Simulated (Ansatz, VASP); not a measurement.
**TiCo: VASP beside Ansatz**

File INCAR:

```
SYSTEM = TiCo
ALGO = Normal
EDIFF = 1E-7
ENCUT = 520
GGA = PS
ISIF = 2
ISMEAR = -1
ISPIN = 2
LASPH = .TRUE.
LCHARG = .FALSE.
LMAXMIX = 4
LORBIT = 11
LREAL = .FALSE.
LWAVE = .FALSE.
MAGMOM = 2 1
NBANDS = 22
NELM = 150
PREC = Accurate
SIGMA = 0.05
```

The input KPOINTS:

```
k-points
0
G
  9 9 9
  0 0 0
```

Contents of POSCAR:

```
TiCo
1.0
    3.0446770546      0.0000000000      0.0000000000
    0.0000000000      3.0446770546      0.0000000000
    0.0000000000      0.0000000000      3.0446770546
Co Ti
1 1
Direct
    0.5000000000      0.5000000000      0.5000000000
    0.0000000000      0.0000000000      0.0000000000
```

File input.yaml:

```yaml
crystal:
  lattice:
    - [3.0446770546, 0.0, 0.0]
    - [0.0, 3.0446770546, 0.0]
    - [0.0, 0.0, 3.0446770546]
  atoms:
    - { symbol: Co, position: [0.5, 0.5, 0.5], spin: 2.0 }
    - { symbol: Ti, position: [0.0, 0.0, 0.0], spin: 1.0 }
kpoints:
  mp_grid: { grid: [9, 9, 9] }
scf:
  occupations: { method: fermi_dirac, width: 0.05 }
hamiltonian:
  xc: pbesol
  pseudopotentials: { kind: all_electron, lapw: { basis_error: 0.0005 } }
magnetization:
  spin_polarized: true
output:
  forces: true
  stress: true
  eigenvalues: true
```

Change from the starting cell: volume scaled by 1.06.

Alike in both runs: task single point; functional PBEsol; k mesh 9 × 9 × 9; occupations fermi-dirac, width 0.05 eV; collinear spin.

```csv
,VASP,Ansatz
version,VASP 6.6.1,Ansatz 0.2.0
potentials or method,"VASP PAW PBE potentials, release 64 (Co, Ti_sv), cutoff 520 eV","all-electron LAPW, scalar-relativistic"
```

Ansatz gave:

```
gap on the k mesh at the Fermi level (eV)                     : none
pressure (GPa)                                                : -15.5
net moment per atom (μB)                                      : 0.42
size of the moment on the site where the two differ most (μB) : 0.98
```

**Question.** What did VASP give for the same quantities?

**Answer.** gap on the k mesh at the Fermi level (eV): none; pressure (GPa): -15.9; net moment per atom (μB): 0.40; size of the moment on the site where the two differ most (μB): 0.92.

VASP's potentials were made for PBE, not for PBEsol. Site moments also hang on the region over which each program counts them. A gap of «none» marks a metal or a gap that the smearing closes. Ansatz ran all-electron here, and VASP with PAW potentials.
